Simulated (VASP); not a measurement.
# Si3F (P6_3/m) in VASP: relaxation of cell and atoms with PBE

Aim: the relaxation of cell and atoms of Si3F with PBE.

All numbers are computed with VASP 6.6.1; they aren't measurements. Logs are shortened: lines on timing, memory, paths and dates and some standing lists are left out, and cuts for length are marked.

### 1 The cell of the first run

Symmetry: P6_3/m, No. 176, hexagonal system. The conventional cell has a = 6.106 Å, b = 6.106 Å, c = 3.459 Å, α = 90.00°, β = 90.00°, γ = 120.00°. Within 3.1 Å of Si (site symmetry m) lie 3 F at 2.37 to 2.42 Å and 8 Si at 2.75 to 2.81 Å. Within 3.1 Å of F (site symmetry -6) lie 9 Si at 2.37 to 2.42 Å.

### 2 Relaxation of cell and atoms, PBE

Contents of INCAR:

```
SYSTEM = Si3F
PREC = Accurate
ENCUT = 1350
EDIFF = 1E-7
ISMEAR = 0
SIGMA = 0.1
LREAL = .False.
LASPH = .True.
NELM = 120
ALGO = Normal
ISIF = 3
LWAVE = .False.
LCHARG = .False.
GGA = PE
IBRION = 2
NSW = 90
EDIFFG = -0.04
GGA_COMPAT = .False.
NELMIN = 4
```

Contents of KPOINTS:

```
Automatic mesh
0
Gamma
  3 3 6
  0 0 0
```

Contents of POSCAR:

```
Si3F
1.0
    6.1055641425      0.0000000000      0.0000000000
   -3.0527820712      5.2875736518      0.0000000000
    0.0000000000      0.0000000000      3.4586798866
Si F
6 2
Direct
    0.3850600000      0.2987800000      0.2500000000
    0.0862800000      0.3850600000      0.7500000000
    0.7012200000      0.0862800000      0.2500000000
    0.6149400000      0.7012200000      0.7500000000
    0.9137200000      0.6149400000      0.2500000000
    0.2987800000      0.9137200000      0.7500000000
    0.3333333333      0.6666666667      0.2500000000
    0.6666666667      0.3333333333      0.7500000000
```

Potentials or basis: VASP PAW PBE potentials, release 64 (Si, F_h).

Run with:

```sh
$ cat potpaw_PBE.64/Si/POTCAR potpaw_PBE.64/F_h/POTCAR > POTCAR
$ mpirun -np 1 vasp_std > vasp.out
```

OUTCAR:

```text
SYSTEM = Si3F
   PREC = Accurate
   ENCUT = 1350
   EDIFF = 1E-7
   ISMEAR = 0
   LREAL = .False.
   LASPH = .True.
   NELM = 120
   ISIF = 3
   GGA = PE
   IBRION = 2
   NSW = 90
   EDIFFG = -0.04
   NELMIN = 4

 ion  position               nearest neighbor table
   1  0.385  0.299  0.250-   4 2.75   4 2.75   6 2.75   6 2.75   2 2.75   2 2.75   3 2.81   5 2.81

   2  0.086  0.385  0.750-   5 2.75   5 2.75   1 2.75   1 2.75   3 2.75   3 2.75   6 2.81   4 2.81

   3  0.701  0.086  0.250-   6 2.75   6 2.75   4 2.75   4 2.75   2 2.75   2 2.75   5 2.81   1 2.81

   4  0.615  0.701  0.750-   1 2.75   1 2.75   3 2.75   3 2.75   5 2.75   5 2.75   6 2.81   2 2.81

   5  0.914  0.615  0.250-   2 2.75   2 2.75   4 2.75   4 2.75   6 2.75   6 2.75   3 2.81   1 2.81

   6  0.299  0.914  0.750-   3 2.75   3 2.75   1 2.75   1 2.75   5 2.75   5 2.75   2 2.81   4 2.81

   7  0.333  0.667  0.250-
   8  0.667  0.333  0.750-

  LATTYP: Found a hexagonal cell.
 ALAT       =     6.1055641425
 C/A-ratio  =     0.5664799854

  Lattice vectors:

 A1 = (   6.1055641425,   0.0000000000,   0.0000000000)
 A2 = (  -3.0527820712,   5.2875736518,   0.0000000000)
 A3 = (   0.0000000000,   0.0000000000,   3.4586798866)

Analysis of symmetry for initial positions (statically):
=====================================================================
 Subroutine PRICEL returns:
 Original cell was already a primitive cell.

 Routine SETGRP: Setting up the symmetry group for a
 hexagonal supercell.

 Subroutine GETGRP returns: Found 12 space group operations
 (whereof  6 operations were pure point group operations)
 out of a pool of 24 trial point group operations.

The static configuration has the point symmetry S_6 .
 The point group associated with its full space group is C_6h.

Analysis of symmetry for dynamics (positions and initial velocities):
=====================================================================
 Subroutine PRICEL returns:
 Original cell was already a primitive cell.

 Routine SETGRP: Setting up the symmetry group for a
 hexagonal supercell.

 Subroutine GETGRP returns: Found 12 space group operations
 (whereof  6 operations were pure point group operations)
 out of a pool of 24 trial point group operations.

The dynamic configuration has the point symmetry S_6 .
 The point group associated with its full space group is C_6h.

 Subroutine INISYM returns: Found 12 space group operations
 (whereof  6 operations are pure point group operations),
 and found     1 'primitive' translations

----------------------------------------------------------------------------------------

                                     Primitive cell

  volume of cell :     111.6587

  direct lattice vectors                    reciprocal lattice vectors
     6.105564142  0.000000000  0.000000000     0.163785029  0.094561331  0.000000000
    -3.052782071  5.287573652  0.000000000     0.000000000  0.189122661  0.000000000
     0.000000000  0.000000000  3.458679887     0.000000000  0.000000000  0.289127654

  length of vectors
     6.105564142  6.105564142  3.458679887     0.189122661  0.189122661  0.289127654

  position of ions in fractional coordinates (direct lattice)
     0.385060000  0.298780000  0.250000000
     0.086280000  0.385060000  0.750000000
     0.701220000  0.086280000  0.250000000
     0.614940000  0.701220000  0.750000000
     0.913720000  0.614940000  0.250000000
     0.298780000  0.913720000  0.750000000
     0.333333333  0.666666667  0.250000000
     0.666666667  0.333333333  0.750000000

  ion indices of the primitive-cell ions
   primitive index   ion index
                 1           1
                 2           2
                 3           3
                 4           4
                 5           5
                 6           6
                 7           7
                 8           8

----------------------------------------------------------------------------------------

 KPOINTS: Automatic mesh

Automatic generation of k-mesh.
 Grid dimensions read from file:
 generate k-points for:    3    3    6

 Generating k-lattice:

  Cartesian coordinates                     Fractional coordinates (reciprocal lattice)
     0.054595010  0.031520444  0.000000000     0.333333333 -0.000000000  0.000000000
     0.000000000  0.063040887  0.000000000     0.000000000  0.333333333  0.000000000
     0.000000000  0.000000000  0.048187942     0.000000000  0.000000000  0.166666667

  Length of vectors
     0.063040887  0.063040887  0.048187942

  Shift w.r.t. Gamma in fractional coordinates (k-lattice)
     0.000000000  0.000000000  0.000000000

 Subroutine IBZKPT returns following result:
 ===========================================

 Found     12 irreducible k-points:

 Following reciprocal coordinates:
            Coordinates               Weight
  0.000000  0.000000  0.000000      1.000000
  0.333333 -0.000000  0.000000      6.000000
  0.333333  0.333333  0.000000      2.000000
  0.000000  0.000000  0.166667      2.000000
  0.333333 -0.000000  0.166667     12.000000
  0.333333  0.333333  0.166667      4.000000
  0.000000  0.000000  0.333333      2.000000
  0.333333 -0.000000  0.333333     12.000000
  0.333333  0.333333  0.333333      4.000000
  0.000000  0.000000  0.500000      1.000000
  0.333333 -0.000000  0.500000      6.000000
  0.333333  0.333333  0.500000      2.000000
   k-points           NKPTS =     12   k-points in BZ     NKDIM =     12   number of bands    NBANDS=     24
   number of dos      NEDOS =    301   number of ions     NIONS =      8
   total plane-waves  NPLWV = 268800
   dimension x,y,z NGX =    80 NGY =   80 NGZ =   42
   dimension x,y,z NGXF=   160 NGYF=  160 NGZF=   84
   ions per type =               6   2
   NGX,Y,Z   is equivalent  to a cutoff of  21.78, 21.78, 20.19 a.u.
   NGXF,Y,Z  is equivalent  to a cutoff of  43.57, 43.57, 40.38 a.u.
 SYSTEM =  Si3F
   PREC   = accura    normal or accurate (medium, high low for compatibility)
   ISTART =      0    job   : 0-new  1-cont  2-samecut
   ICHARG =      2    charge: 1-file 2-atom 10-const
   ISPIN  =      1    spin polarized calculation?
   LNONCOLLINEAR =      F non collinear calculations
   LSORBIT =      F    spin-orbit coupling
   LASPH  =      T    aspherical Exc in radial PAW
   ENCUT  = 1350.0 eV  99.22 Ry    9.96 a.u.  18.29 18.29 10.36*2*pi/ulx,y,z
   NELM   =    120;   NELMIN=  4; NELMDL= -5     # of ELM steps
   EDIFF  = 0.1E-06   stopping-criterion for ELM
   LREAL  =      F    real-space projection
   EDIFFG = -.4E-01   stopping-criterion for IOM
   NSW    =     90    number of steps for IOM
   IBRION =      2    ionic relax: 0-MD 1-quasi-New 2-CG
   NFREE  =      1    steps in history (QN), initial steepest desc. (CG)
   ISIF   =      3    stress and relaxation
   ISYM   =      2    0-nonsym 1-usesym 2-fastsym
   POTIM  = 0.5000    time-step for ionic-motion
   TEBEG  =    0.0;   TEEND  =   0.0 temperature during run
   PSTRESS=    0.0 pullay stress
   NELECT =      38.0000    total number of electrons
   NUPDOWN=      -1.0000    fix difference up-down
   EMIN   =  10.00;   EMAX   =-10.00  energy-range for DOS
   EFERMI =   0.00;   METHOD = LEGACY
   ISMEAR =     0;   SIGMA  =   0.10  broadening in eV -4-tet -1-fermi 0-gaus
   EFERMI_NEDOS =   21; number of points for ismear=-14 and -15
   IALGO  =     38    algorithm
   IMIX   =      4    mixing-type and parameters
     AMIX     =   0.40;   BMIX     =  1.00
     AMIX_MAG =   1.60;   BMIX_MAG =  1.00
  volume/ion in A,a.u.               =      13.96        94.19
  Fermi-wavevector in a.u.,A,eV,Ry     =   1.142980  2.159918 17.774685  1.306402
  Thomas-Fermi vector in A             =   2.279676
   LORBIT       =      0    0 simple, 1 ext, 2 COOP (PROOUT), +10 PAW based schemes
   GGA     = PE    functional components
   LHFCALC =     F    Hartree Fock is set to
   AEXX    =    0.0000 exact exchange contribution
   IVDW    =     0    specifies the selected vdW correction
   LEPSILON=     F    determine dielectric tensor
   LRPA    =     F    only Hartree local field effects (RPA)
 conjugate gradient relaxation of ions
 non-spin polarized calculation
 Gauss-broadening in eV      SIGMA  =   0.10
  energy-cutoff  :     1350.00
  volume of cell :      111.66
 maximum number of plane-waves:     12642
 NGX is ok and might be reduce to    80
   NGX = 37   NGY = 37   NGZ = 21

--------------------------------------- Ionic step        1  -------------------------------------------

 number of electron      37.9999999 magnetization

 Free energy of the ion-electron system (eV)
  ---------------------------------------------------
  ext. energy  EPLUGINS =         0.00000000
  ---------------------------------------------------
  free energy    TOTEN  =       -33.43648607 eV

  energy without entropy =      -33.39725009  energy(sigma->0) =      -33.41686808

------------------------ aborting loop because EDIFF is reached ----------------------------------------

  FORCE on cell =-STRESS in cart. coord.  units (eV):
  Direction    XX          YY          ZZ          XY          YZ          ZX
  --------------------------------------------------------------------------------------
  -------------------------------------------------------------------------------------
  Total        4.5897024      4.5897024     10.2106916      0.0000000      0.0000000     -0.0000000
  in kB       65.8570860     65.8570860    146.5119819      0.0000004      0.0000000     -0.0000000
  external PRESSURE =      92.7420513 kB  Pullay stress =       0.0000000 kB
[... 107 lines left out ...]
  FREE ENERGIE OF THE ION-ELECTRON SYSTEM (eV)
  ---------------------------------------------------
  free  energy   TOTEN  =       -34.0280360583 eV

  energy  without entropy=      -33.9889157886  energy(sigma->0) =      -34.00847592

 E-fermi :  11.2089     XC(G=0): -11.6138

 val. band max:       11.1729979668   @ k =   0.3333  -0.0000   0.0000
 cond. band min:      11.2094582972   @ k =   0.3333  -0.0000   0.3333
 fundamental gap:      0.0364603304
 Fermi energy:        11.2088592518

 k-point     1 :       0.0000    0.0000    0.0000
  band No.  band energies     occupation
      1     -15.1478      2.00000
      2     -14.9893      2.00000
      3      -3.5955      2.00000
      4      -0.5973      2.00000
      5       1.3210      2.00000
      6       1.3210      2.00000
[... 313 lines left out ...]
     23      14.2935      0.00000
     24      14.2935      0.00000

[... ionic steps 4 to 14 ...]

--------------------------------------- Ionic step       15  -------------------------------------------

 number of electron      38.0000000 magnetization

------------------------ aborting loop because EDIFF is reached ----------------------------------------
[... 79 lines left out ...]
--------------------------------------- Ionic step       17  -------------------------------------------

 number of electron      38.0000001 magnetization

 Free energy of the ion-electron system (eV)
  ---------------------------------------------------
  ext. energy  EPLUGINS =         0.00000000
  ---------------------------------------------------
  free energy    TOTEN  =       -35.67470095 eV

  energy without entropy =      -35.65719820  energy(sigma->0) =      -35.66594957

 E-fermi :   7.6870     XC(G=0): -10.8296

 val. band max:        7.6796605987   @ k =   0.3333  -0.0000   0.3333
 cond. band min:       7.9556530266   @ k =   0.3333  -0.0000   0.3333
 fundamental gap:      0.2759924279
 Fermi energy:         7.6870070720

 k-point     1 :       0.0000    0.0000    0.0000
  band No.  band energies     occupation
      1     -15.3530      2.00000
      2     -15.2232      2.00000
      3      -4.3461      2.00000
      4      -0.0970      2.00000
      5      -0.0970      2.00000
      6       0.4986      2.00000
[... 348 lines left out ...]
  FREE ENERGIE OF THE ION-ELECTRON SYSTEM (eV)
  ---------------------------------------------------
  free  energy   TOTEN  =       -35.6747009494 eV

  energy  without entropy=      -35.6571981985  energy(sigma->0) =      -35.66594957

 reached required accuracy - stopping structural energy minimisation
```

Run time: 17 min. Hardware: 1 thread of Intel Xeon 6975P-C (Granite Rapids), shared host; peak memory 0.7 GiB.

What came out:

| Item | Value |
| --- | --- |
| Free energy | -35.6747 eV |
| Relaxed volume | 13.99 Å³/atom |
| Relaxed cell | a = 5.441 Å, b = 5.441 Å, c = 4.366 Å, α = 90.00°, β = 90.00°, γ = 120.00° |
| Space group after relaxing (to 0.1 Å) | P6_3/m (No. 176) |
| Pressure after relaxing | 0.4 GPa |
| Largest force after relaxing | 0.012 eV/Å |
| Band gap on the k mesh | zero (bands 19 and 20 overlap by 1.28 eV) |

Forces in eV/Å, atoms in the order of the input:
```
Si   0.011 -0.005  0.000
Si   0.010  0.007  0.000
Si  -0.001  0.012  0.000
Si  -0.011  0.005  0.000
Si  -0.010 -0.007  0.000
Si   0.001 -0.012  0.000
F    0.000  0.000  0.000
F    0.000  0.000  0.000
```

Final structure:
```
CELL_PARAMETERS angstrom
5.44062 0.00000 0.00000
-2.72031 4.71172 0.00000
0.00000 0.00000 4.36589
ATOMIC_POSITIONS crystal
Si 0.32262 0.22178 0.25000
Si 0.10084 0.32262 0.75000
Si 0.77822 0.10084 0.25000
Si 0.67738 0.77822 0.75000
Si 0.89916 0.67738 0.25000
Si 0.22178 0.89916 0.75000
F 0.33333 0.66667 0.25000
F 0.66667 0.33333 0.75000
```

Levels at points of the mesh, in eV from the Fermi level:
```tsv
k point	band 15	band 16	band 17	band 18	band 19	band 20	band 21	band 22	band 23	band 24
(0.00, 0.00, 0.00)	-2.14	-2.00	-2.00	-0.51	-0.51	1.47	1.47	2.05	2.17	2.17
(0.00, 0.00, 0.50)	-2.00	-2.00	-0.63	-0.63	-0.63	-0.63	1.83	1.83	5.16	5.16
```

Caveat: the k points lie up to 0.44 Å⁻¹ apart in the final cell, too coarse for converged energies and pressures of a metal; a cell axis changed by over 15 % at a fixed basis, so the end point is rough.

The gap in the log of VASP goes by the Fermi energy; the results here count the filled bands.